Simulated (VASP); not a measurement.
# Ba in VASP: a series of runs

Runs on Ba. Level: PBE. Tasks: single point.

Everything below comes from runs of VASP 6.6.1. Logs are shortened: lines on timing, memory, paths and dates and some standing lists are left out, and cuts for length are marked.

## Step 1: The cell of the first run

The structure is orthorhombic, space group Cmcm (No. 63). Conventional cell: a = 7.230 Å, b = 5.206 Å, c = 7.469 Å, α = 90.00°, β = 90.00°, γ = 90.00°. Within 5.7 Å of Ba (site symmetry m2m) lie 14 Ba at 4.36 to 5.21 Å.

## Step 2: Single point, PBE (strained)

File INCAR:

```
SYSTEM = Ba
  PREC = Accurate
  ENCUT = 520
  EDIFF = 1E-7
  ISMEAR = 0
  SIGMA = 0.1
  LREAL = .False.
  LASPH = .True.
  NELM = 100
  ALGO = Fast
  ISIF = 2
  LWAVE = .False.
  LCHARG = .False.
  GGA = PE
  NBANDS = 17
```

File KPOINTS:

```
Automatic mesh
0
Gamma
  10 10 6
  0 0 0
```

File POSCAR:

```
Ba
1.0
    3.6149406706     -2.6028816785      0.0000000000
    3.6149406706      2.6028816785      0.0000000000
    0.0000000000      0.0000000000      7.4685875303
Ba
2
Direct
    0.7169754584      0.2830245416      0.2500000000
    0.2830245416      0.7169754584      0.7500000000
```

Potentials or basis: VASP PAW PBE potentials, release 64 (Ba_sv).

Started as:

```
> cat potpaw_PBE.64/Ba_sv/POTCAR > POTCAR
> mpirun -np 1 vasp_std > vasp.out
```

OUTCAR:

```text
SYSTEM = Ba
   PREC = Accurate
   ENCUT = 520
   EDIFF = 1E-7
   ISMEAR = 0
   LREAL = .False.
   LASPH = .True.
   NELM = 100
   ISIF = 2
   GGA = PE

 ion  position               nearest neighbor table
   1  0.717  0.283  0.250-   2 4.36   2 4.36
   2  0.283  0.717  0.750-   1 4.36   1 4.36

  LATTYP: Found a base centered orthorhombic cell.
 ALAT       =     5.2057633570
 B/A-ratio  =     1.3888225118
 C/A-ratio  =     1.4346767262

  Lattice vectors:

 A1 = (  -3.6149406706,  -2.6028816785,   0.0000000000)
 A2 = (   3.6149406706,  -2.6028816785,   0.0000000000)
 A3 = (   0.0000000000,   0.0000000000,   7.4685875303)

Analysis of symmetry for initial positions (statically):
=====================================================================
 Subroutine PRICEL returns:
 Original cell was already a primitive cell.

 Routine SETGRP: Setting up the symmetry group for a
 base centered orthorhombic supercell.

 Subroutine GETGRP returns: Found  8 space group operations
 (whereof  4 operations were pure point group operations)
 out of a pool of  8 trial point group operations.

The static configuration has the point symmetry C_2h.
 The point group associated with its full space group is D_2h.

Analysis of symmetry for dynamics (positions and initial velocities):
=====================================================================
 Subroutine PRICEL returns:
 Original cell was already a primitive cell.

 Routine SETGRP: Setting up the symmetry group for a
 base centered orthorhombic supercell.

 Subroutine GETGRP returns: Found  8 space group operations
 (whereof  4 operations were pure point group operations)
 out of a pool of  8 trial point group operations.

The dynamic configuration has the point symmetry C_2h.
 The point group associated with its full space group is D_2h.

 Subroutine INISYM returns: Found  8 space group operations
 (whereof  4 operations are pure point group operations),
 and found     1 'primitive' translations

----------------------------------------------------------------------------------------

                                     Primitive cell

  volume of cell :     140.5478

  direct lattice vectors                    reciprocal lattice vectors
     3.614940671 -2.602881679  0.000000000     0.138314856 -0.192094786  0.000000000
     3.614940671  2.602881679  0.000000000     0.138314856  0.192094786  0.000000000
     0.000000000  0.000000000  7.468587530     0.000000000  0.000000000  0.133894126

[... 83 lines left out ...]
   EDIFF  = 0.1E-06   stopping-criterion for ELM
   LREAL  =      F    real-space projection
   EDIFFG = 0.1E-05   stopping-criterion for IOM
   NSW    =      0    number of steps for IOM
   IBRION =     -1    ionic relax: 0-MD 1-quasi-New 2-CG
   NFREE  =      0    steps in history (QN), initial steepest desc. (CG)
   ISIF   =      2    stress and relaxation
   ISYM   =      2    0-nonsym 1-usesym 2-fastsym
   POTIM  = 0.5000    time-step for ionic-motion
   TEBEG  =    0.0;   TEEND  =   0.0 temperature during run
   PSTRESS=    0.0 pullay stress
   NELECT =      20.0000    total number of electrons
   NUPDOWN=      -1.0000    fix difference up-down
   EMIN   =  10.00;   EMAX   =-10.00  energy-range for DOS
   EFERMI =   0.00;   METHOD = LEGACY
   ISMEAR =     0;   SIGMA  =   0.10  broadening in eV -4-tet -1-fermi 0-gaus
   EFERMI_NEDOS =   21; number of points for ismear=-14 and -15
   IALGO  =     68    algorithm
   IMIX   =      4    mixing-type and parameters
     AMIX     =   0.40;   BMIX     =  1.00
     AMIX_MAG =   1.60;   BMIX_MAG =  1.00
  volume/ion in A,a.u.               =      70.27       474.23
  Fermi-wavevector in a.u.,A,eV,Ry     =   0.854693  1.615136  9.939057  0.730500
  Thomas-Fermi vector in A             =   1.971328
   LORBIT       =      0    0 simple, 1 ext, 2 COOP (PROOUT), +10 PAW based schemes
   GGA     = PE    functional components
   LHFCALC =     F    Hartree Fock is set to
   AEXX    =    0.0000 exact exchange contribution
   IVDW    =     0    specifies the selected vdW correction
   LEPSILON=     F    determine dielectric tensor
   LRPA    =     F    only Hartree local field effects (RPA)
 non-spin polarized calculation
 RMM-DIIS sequential band-by-band and
 Gauss-broadening in eV      SIGMA  =   0.10
  energy-cutoff  :      520.00
  volume of cell :      140.55
 maximum number of plane-waves:      3828
 NGX is ok and might be reduce to    36
   NGX = 17   NGY = 17   NGZ = 27

 number of electron      19.9999997 magnetization

 Free energy of the ion-electron system (eV)
  ---------------------------------------------------
  ext. energy  EPLUGINS =         0.00000000
  ---------------------------------------------------
  free energy    TOTEN  =        -3.74995630 eV

  energy without entropy =       -3.73730476  energy(sigma->0) =       -3.74363053

 E-fermi :   1.2937     XC(G=0):  -7.0688

 val. band max:        1.2831867519   @ k =  -0.4000   0.1000   0.0000
 cond. band min:       1.3034130138   @ k =  -0.4000   0.4000   0.3333
 fundamental gap:      0.0202262619
 Fermi energy:         1.2937068811

 k-point     1 :       0.0000    0.0000    0.0000
  band No.  band energies     occupation
      1     -27.7939      2.00000
      2     -27.7679      2.00000
      3     -13.1151      2.00000
      4     -12.8789      2.00000
      5     -12.7914      2.00000
      6     -12.7908      2.00000
[... 457 lines left out ...]
      4     -13.0315      2.00000
      5     -13.0161      2.00000
      6     -12.9544      2.00000
[... 9 lines left out ...]
     16       4.3681      0.00000
     17       4.5161      0.00000

 [... further k-points ...]

------------------------ aborting loop because EDIFF is reached ----------------------------------------

  FORCE on cell =-STRESS in cart. coord.  units (eV):
  Direction    XX          YY          ZZ          XY          YZ          ZX
  --------------------------------------------------------------------------------------
  -------------------------------------------------------------------------------------
  Total       -0.4646698     -0.7244788     -0.7888822      0.0000000      0.0000000      0.0000000
  in kB       -5.2970120     -8.2587099     -8.9928769      0.0000000      0.0000000      0.0000000
  external PRESSURE =      -7.5161996 kB  Pullay stress =       0.0000000 kB

 VOLUME and BASIS-vectors are now :
 -----------------------------------------------------------------------------
  energy-cutoff  :      520.00
  volume of cell :      140.55
      direct lattice vectors                 reciprocal lattice vectors
     3.614940671 -2.602881679  0.000000000     0.138314856 -0.192094786  0.000000000
     3.614940671  2.602881679  0.000000000     0.138314856  0.192094786  0.000000000
     0.000000000  0.000000000  7.468587530     0.000000000  0.000000000  0.133894126

 POSITION                                       TOTAL-FORCE (eV/Angst)
 -----------------------------------------------------------------------------------
      3.61494     -1.12952      1.86715         0.000000     -0.198389      0.000000
      3.61494      1.12952      5.60144         0.000000      0.198389     -0.000000
 -----------------------------------------------------------------------------------
    total drift:                               -0.000000     -0.000000     -0.000000

  FREE ENERGIE OF THE ION-ELECTRON SYSTEM (eV)
  ---------------------------------------------------
  free  energy   TOTEN  =        -3.7499563002 eV

  energy  without entropy=       -3.7373047604  energy(sigma->0) =       -3.74363053
```

stdout:

```text
POSCAR found type information on POSCAR Ba
 POSCAR found :  1 types and       2 ions
 scaLAPACK will be used
 LDA part: xc-table for (Slater+PW92), standard interpolation
 POSCAR, INCAR and KPOINTS ok, starting setup
 FFT: planning ... GRIDC
 FFT: planning ... GRID_SOFT
 FFT: planning ... GRID
 WAVECAR not read
 entering main loop
WARNING in EDDRMM: call to ZHEGV failed, returncode =   8  4     13
WARNING in EDDRMM: call to ZHEGV failed, returncode =   6  3     11
WARNING in EDDRMM: call to ZHEGV failed, returncode =   8  4     10
WARNING in EDDRMM: call to ZHEGV failed, returncode =   8  4     13
WARNING in EDDRMM: call to ZHEGV failed, returncode =   8  4      9
WARNING in EDDRMM: call to ZHEGV failed, returncode =   8  4      9
WARNING in EDDRMM: call to ZHEGV failed, returncode =   6  3     10
WARNING in EDDRMM: call to ZHEGV failed, returncode =   8  4     15
```

Run time: 4.4 min. Hardware: 1 thread of Intel Xeon 8259CL, shared host; peak memory 0.43 GiB.

Results:

| Property | Result |
| --- | --- |
| Free energy | -3.7500 eV |
| Pressure | -0.8 GPa |
| Largest force | 0.198 eV/Å |
| Band gap on the k mesh | zero (bands 10 and 11 overlap by 0.74 eV) |

Forces on the atoms (eV/Å):
```
Ba   0.000 -0.198  0.000
Ba   0.000  0.198  0.000
```

Caveat: the cell differs from its parent crystal (strained); spin-orbit coupling is left out, which moves the levels of the heavy elements.

## Step 3: Single point, PBE (strained and its atoms moved)

File INCAR:

```
SYSTEM = Ba
PREC = Accurate
ENCUT = 520
EDIFF = 1E-6
ISMEAR = 0
SIGMA = 0.1
LREAL = .FALSE.
LASPH = .TRUE.
NELM = 60
ALGO = Fast
ISIF = 2
LWAVE = .FALSE.
LCHARG = .TRUE.
GGA = PE
LELF = .TRUE.
LVHAR = .TRUE.
NBANDS = 17
```

File KPOINTS:

```
regular mesh
0
G
  10 10 6
  0 0 0
```

File POSCAR:

```
Ba
1.0
    3.4778785850     -2.6383700281      0.0080814909
    3.4778785850      2.6383700281      0.0080814909
    0.0161776017      0.0000000000      7.6811971662
Ba
2
Direct
    0.7169754584      0.2830245416      0.2500000000
    0.2830245416      0.7169754584      0.7500000000
```

Potentials or basis: VASP PAW PBE potentials, release 64 (Ba_sv).

Started as:

```
> cat potpaw_PBE.64/Ba_sv/POTCAR > POTCAR
> mpirun -np 1 vasp_std > vasp.out
```

OUTCAR:

```text
SYSTEM = Ba
   PREC = Accurate
   ENCUT = 520
   EDIFF = 1E-6
   ISMEAR = 0
   LREAL = .FALSE.
   LASPH = .TRUE.
   NELM = 60
   ISIF = 2
   GGA = PE

 ion  position               nearest neighbor table
   1  0.717  0.283  0.250-   2 4.47   2 4.47
   2  0.283  0.717  0.750-   1 4.47   1 4.47

  LATTYP: Found a base centered monoclinic cell.
 ALAT       =     6.9557759488
 B/A-ratio  =     0.7586127119
 C/A-ratio  =     1.1042929299
 COS(beta)  =    -0.0044297925

  Lattice vectors:

 A1 = (  -3.4778785850,   2.6383700281,  -0.0080814909)
 A2 = (  -3.4778785850,  -2.6383700281,  -0.0080814909)
 A3 = (   0.0161776017,   0.0000000000,   7.6811971662)

Analysis of symmetry for initial positions (statically):
=====================================================================
 Subroutine PRICEL returns:
 Original cell was already a primitive cell.

 Routine SETGRP: Setting up the symmetry group for a
 base centered monoclinic supercell.

 Subroutine GETGRP returns: Found  4 space group operations
 (whereof  2 operations were pure point group operations)
 out of a pool of  4 trial point group operations.

[... 162 lines left out ...]

  energy without entropy =       -3.70641298  energy(sigma->0) =       -3.71323655

 E-fermi :   1.2866     XC(G=0):  -7.0587

 val. band max:        1.2777497298   @ k =   0.4000   0.2000   0.0000
 cond. band min:       1.2939889833   @ k =  -0.3000   0.3000   0.3333
 fundamental gap:      0.0162392535
 Fermi energy:         1.2865666910

 k-point     1 :       0.0000    0.0000    0.0000
  band No.  band energies     occupation
      1     -27.8179      2.00000
      2     -27.7979      2.00000
      3     -13.1082      2.00000
      4     -12.8756      2.00000
      5     -12.8320      2.00000
      6     -12.8093      2.00000
[... 457 lines left out ...]
      4     -13.0644      2.00000
      5     -13.0122      2.00000
      6     -12.9873      2.00000
[... 9 lines left out ...]
     16       4.1756      0.00000
     17       4.4570      0.00000

 [... further k-points ...]

------------------------ aborting loop because EDIFF is reached ----------------------------------------

  FORCE on cell =-STRESS in cart. coord.  units (eV):
  Direction    XX          YY          ZZ          XY          YZ          ZX
  --------------------------------------------------------------------------------------
  -------------------------------------------------------------------------------------
  Total       -0.0230624     -0.6799807     -1.2992162      0.0000000      0.0000000     -0.0064428
  in kB       -0.2621244     -7.7285897    -14.7667564      0.0000000      0.0000000     -0.0732282
  external PRESSURE =      -7.5858235 kB  Pullay stress =       0.0000000 kB

 VOLUME and BASIS-vectors are now :
 -----------------------------------------------------------------------------
  energy-cutoff  :      520.00
  volume of cell :      140.96
      direct lattice vectors                 reciprocal lattice vectors
     3.477878585 -2.638370028  0.008081491     0.143766504 -0.189510946 -0.000302791
     3.477878585  2.638370028  0.008081491     0.143766504  0.189510946 -0.000302791
     0.016177602  0.000000000  7.681197166    -0.000302517  0.000000000  0.130188677

 POSITION                                       TOTAL-FORCE (eV/Angst)
 -----------------------------------------------------------------------------------
      3.48192     -1.14492      1.92838         0.000000     -0.167319     -0.000000
      3.49001      1.14492      5.76898        -0.000000      0.167319      0.000000
 -----------------------------------------------------------------------------------
    total drift:                                0.000000      0.000000     -0.000000

  FREE ENERGIE OF THE ION-ELECTRON SYSTEM (eV)
  ---------------------------------------------------
  free  energy   TOTEN  =        -3.7200601278 eV

  energy  without entropy=       -3.7064129753  energy(sigma->0) =       -3.71323655
```

OSZICAR:

```text
N       E                     dE             d eps       ncg     rms          rms(c)
DAV:   1     0.147205006144E+03    0.14721E+03   -0.80406E+03  5848   0.938E+02
DAV:   2     0.705900922391E+01   -0.14015E+03   -0.13708E+03  8367   0.194E+02
DAV:   3    -0.331894024702E+01   -0.10378E+02   -0.10331E+02  8100   0.566E+01
DAV:   4    -0.371039478513E+01   -0.39145E+00   -0.39126E+00  9260   0.803E+00
DAV:   5    -0.371324814380E+01   -0.28534E-02   -0.28528E-02  8081   0.764E-01    0.208E+00
RMM:   6    -0.371603943696E+01   -0.27913E-02   -0.52823E-03  6255   0.669E-01    0.126E+00
RMM:   7    -0.371956141716E+01   -0.35220E-02   -0.15438E-02  6503   0.127E+00    0.656E-02
RMM:   8    -0.371997420051E+01   -0.41278E-03   -0.15070E-03  7637   0.256E-01    0.283E-02
RMM:   9    -0.372004721371E+01   -0.73013E-04   -0.34381E-04  8971   0.725E-02    0.130E-02
RMM:  10    -0.372005901805E+01   -0.11804E-04   -0.49941E-05  8635   0.299E-02    0.520E-03
RMM:  11    -0.372005984604E+01   -0.82799E-06   -0.11684E-05  7945   0.121E-02    0.320E-03
RMM:  12    -0.372006012784E+01   -0.28181E-06   -0.27831E-06  6516   0.633E-03
   1 F= -.37200601E+01 E0= -.37132366E+01  d E =-.136472E-01
```

stdout:

```text
POSCAR found type information on POSCAR Ba
 POSCAR found :  1 types and       2 ions
 scaLAPACK will be used
 LDA part: xc-table for (Slater+PW92), standard interpolation
 POSCAR, INCAR and KPOINTS ok, starting setup
 FFT: planning ... GRIDC
 FFT: planning ... GRID_SOFT
 FFT: planning ... GRID
 WAVECAR not read
 entering main loop
WARNING in EDDRMM: call to ZHEGV failed, returncode =   8  4     16
WARNING in EDDRMM: call to ZHEGV failed, returncode =   8  4     12
WARNING in EDDRMM: call to ZHEGV failed, returncode =   8  4     12
WARNING in EDDRMM: call to ZHEGV failed, returncode =   6  3      9
```

Run time: 4.2 min. Hardware: 1 thread of Intel Xeon 8259CL, shared host; peak memory 0.49 GiB.

What came out:

```yaml
Free_energy: -3.7201 eV
Pressure: -0.8 GPa
Largest_force: 0.167 eV/Å
Band_gap_on_the_k_mesh: zero (bands 10 and 11 overlap by 0.66 eV)
```

Forces on the atoms (eV/Å):
```
Ba   0.000 -0.167  0.000
Ba   0.000  0.167  0.000
```

Stress tensor (GPa, compression positive):
```
-0.03  0.00 -0.01
 0.00 -0.77  0.00
-0.01  0.00 -1.48
```

Levels at points of the mesh, in eV from the Fermi level:
| k point | band 7 | band 8 | band 9 | band 10 | band 11 | band 12 | band 13 | band 14 |
| --- | --- | --- | --- | --- | --- | --- | --- | --- |
| (0.00, 0.00, 0.00) | -14.09 | -14.08 | -2.67 | -0.90 | 0.57 | 0.72 | 1.30 | 1.57 |
| (0.50, 0.00, 0.00) | -14.10 | -14.10 | -0.57 | -0.35 | 0.13 | 0.54 | 0.77 | 0.80 |
| (0.50, 0.50, 0.00) | -14.26 | -14.11 | -0.73 | -0.41 | -0.37 | 0.74 | 1.31 | 2.46 |
| (0.00, 0.00, 0.50) | -14.08 | -14.08 | -1.84 | -1.84 | 0.88 | 0.88 | 0.89 | 0.89 |
| (0.50, 0.00, 0.50) | -14.09 | -14.09 | -0.81 | -0.81 | 0.63 | 0.65 | 0.99 | 1.01 |
| (0.50, 0.50, 0.50) | -14.19 | -14.19 | -0.27 | -0.27 | 0.27 | 0.27 | 1.34 | 1.34 |

Caveat: the cell differs from its parent crystal (strained and its atoms moved); spin-orbit coupling is left out, which moves the levels of the heavy elements.

## Step 4: Single point, PBE (strained and its atoms moved)

File INCAR:

```
PREC = Accurate ; ENCUT = 520
EDIFF = 1E-6 ; ISMEAR = 0
SIGMA = 0.1 ; LREAL = F
LASPH = T ; NELM = 80
ALGO = Fast ; ISIF = 2
LWAVE = F ; LCHARG = T
GGA = PE ; LELF = T
LVHAR = T ; NBANDS = 17
```

File KPOINTS:

```
Automatic mesh
0
Gamma
  10 10 6
```

File POSCAR:

```
Ba
1.0
    3.4525855329     -2.4794708853      0.0179018180
    3.4385915454      2.4595006233      0.0374833329
    0.0554352483      0.0279692758      6.7803564056
Ba
2
Direct
    0.6976399924      0.3034091172      0.2500240160
    0.3023600076      0.6965908828      0.7499759840
```

Started as:

```
> cat potpaw_PBE.64/Ba_sv/POTCAR > POTCAR
> mpirun -np 1 vasp_std > vasp.out
```

Run time: 6.1 min. Hardware: 1 thread of Intel Xeon 8259CL, shared host; peak memory 0.6 GiB.

Results (log left out):

```yaml
Free_energy: -3.6849 eV
Pressure: 0.9 GPa
Largest_force: 0.374 eV/Å
Band_gap_on_the_k_mesh: zero (bands 10 and 11 overlap by 1.03 eV)
```

Forces in eV/Å, atoms in the order of the input:
```
Ba   0.003 -0.374  0.010
Ba  -0.003  0.374 -0.010
```

Stress tensor (GPa, compression positive):
```
 0.51  0.05 -0.04
 0.05  0.62 -0.08
-0.04 -0.08  1.68
```

Levels at points of the mesh, in eV from the Fermi level:
```csv
k point,band 7,band 8,band 9,band 10,band 11,band 12,band 13,band 14
"(0.00, 0.00, 0.00)",-13.64,-13.58,-2.73,-0.83,0.72,1.58,1.76,1.89
"(0.50, 0.00, 0.00)",-13.70,-13.69,-0.56,-0.12,0.14,0.95,0.99,1.13
"(0.00, 0.50, 0.00)",-13.70,-13.69,-0.55,-0.10,0.12,0.97,0.99,1.15
"(0.50, 0.50, 0.00)",-13.83,-13.59,-0.91,-0.67,-0.54,0.84,1.58,2.92
"(0.00, 0.00, 0.50)",-13.65,-13.65,-1.62,-1.62,1.09,1.11,1.18,1.20
"(0.50, 0.00, 0.50)",-13.63,-13.62,-0.89,-0.89,0.57,0.67,1.63,1.65
"(0.00, 0.50, 0.50)",-13.63,-13.62,-0.89,-0.88,0.58,0.67,1.61,1.72
"(0.50, 0.50, 0.50)",-13.77,-13.77,-0.30,-0.28,0.23,0.23,1.47,1.50
```

Caveat: the cell differs from its parent crystal (strained and its atoms moved); spin-orbit coupling is left out, which moves the levels of the heavy elements.

## Step 5: Summary

| cell | further INCAR settings | gap on the mesh (eV) | pressure (GPa) | largest force (eV/Å) |
| --- | --- | --- | --- | --- |
| a = 4.455, b = 4.455, c = 7.469 Å, angles 90.0, 90.0, 71.5°, 2 atoms, atomic positions A | ALGO = Fast; EDIFF = 1e-07; NBANDS = 17 | none | -0.8 | 0.20 |
| a = 4.365, b = 4.365, c = 7.681 Å, angles 89.8, 89.8, 74.4°, 2 atoms, atomic positions A | ALGO = Fast; EDIFF = 1e-06; NBANDS = 17 | none | -0.8 | 0.17 |
| a = 4.251, b = 4.228, c = 6.781 Å, angles 89.0, 89.5, 71.3°, 2 atoms, atomic positions B | ALGO = Fast; EDIFF = 1e-06; NBANDS = 17 | none | 0.9 | 0.37 |

Alike in all rows: task single point; level PBE; potentials or basis VASP PAW PBE potentials, release 64 (Ba_sv); no spin polarisation; k mesh 10 × 10 × 6; cutoff (eV) 520; smearing gaussian 0.1 eV.

Caveats: spin-orbit coupling is left out, which moves the levels of the heavy elements.

Total energies depend on the potentials used, so only differences within one code and one set of settings carry meaning.

The gap in the log of VASP goes by the Fermi energy; the results here count the filled bands.